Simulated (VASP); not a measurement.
BP: single point with PBEsol

The system is BP.

```
B P
1.0
     2.23747    2.23747    0.00000
    -2.23747    2.23747    0.00000
     0.00000    2.23747    2.27363
B P
1 1
Direct
  0.00000 0.00000 0.00000
  0.75000 0.25000 0.50000
```

This cell differs from its parent crystal: in-plane strain -0.01.

```yaml
Program: VASP 6.6.1
Task: single point
Functional: PBEsol
Potentials_or_basis: VASP PAW PBE potentials, release 64 (B, P)
Cutoff: 520 eV
k_mesh: 8 × 8 × 8
Occupations: gaussian, width 0.01 eV
Spin: no spin polarisation
Dipole_correction: no
Further_INCAR_settings: ALGO = Normal; EDIFF = 1e-06; NBANDS = 11
```

| Quantity | Value |
| --- | --- |
| Pressure | 2.6 GPa |
| Band gap on the k mesh | 1.01 eV, indirect (least direct gap 3.31 eV) |

Stress tensor (GPa, compression positive):
```
 4.04  0.00  0.00
 0.00  4.04  0.00
 0.00  0.00 -0.35
```

Levels at points of the mesh, in eV from the valence-band top:
```csv
k point,band 1,band 2,band 3,band 4,band 5,band 6,band 7,band 8,band 9
"(0.00, 0.00, 0.00)",-15.79,-0.16,0.00,0.00,3.31,3.31,3.40,7.68,11.37
"(0.50, 0.00, 0.00)",-12.34,-9.34,-1.96,-1.75,3.79,4.58,4.70,9.97,14.61
"(0.50, 0.50, 0.00)",-10.72,-8.74,-4.37,-4.33,1.06,1.36,12.09,12.45,15.41
"(0.00, 0.00, 0.50)",-10.88,-8.89,-4.18,-4.18,1.24,1.59,12.29,12.29,15.27
```

Run time: 4.5 s on 1 thread of Intel(R) Xeon(R) 6975P-C (Granite Rapids), on a shared host, peak memory 0.13 GiB.

Caveat: the cell differs from its parent crystal (in-plane strain -0.01); the PAW data sets were made with another functional, which shifts forces and pressure a little. A k mesh can miss the band edges.
